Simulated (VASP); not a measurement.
Here is a VASP 6.6.1 calculation.

The input INCAR:

```
PREC = Accurate
ENCUT = 520
EDIFF = 1E-6
ISMEAR = -1
SIGMA = 0.02
LREAL = False
LASPH = True
NELM = 80
ALGO = Normal
ISIF = 2
LWAVE = False
LCHARG = False
GGA = PE
NBANDS = 26
```

The input KPOINTS:

```
regular mesh
0
Gamma
  5 5 6
```

File POSCAR:

```
CuI
1.0
    3.7331675900     -3.7110863700      0.0000000000
    3.7331675900      3.7110863700      0.0000000000
    0.0000000000      0.0000000000      4.4362076001
Cu I
2 2
Direct
    0.4204388300      0.5795611700      0.7500000000
    0.5795611700      0.4204388300      0.2500000000
    0.7700426800      0.2299573200      0.7500000000
    0.2299573200      0.7700426800      0.2500000000
```

Potentials or basis: VASP PAW PBE potentials, release 64 (Cu, I).

Run with:

```console
$ cat potpaw_PBE.64/Cu/POTCAR potpaw_PBE.64/I/POTCAR > POTCAR
$ mpirun -np 1 vasp_std > vasp.out
```

Predict the pressure.

-0.2 GPa.

What does it give for the largest force?

0.075 eV/Å.

Estimate the band gap on the k mesh.

1.05 eV, direct.

Forces on the atoms (eV/Å):
```
Cu   0.000  0.075  0.000
Cu   0.000 -0.075  0.000
I    0.000  0.072  0.000
I    0.000 -0.072  0.000
```

Caveat: the cell differs from its parent crystal (zz strain of +3 %); spin-orbit coupling is left out, which moves the levels of the heavy elements. A k mesh can miss the band edges.
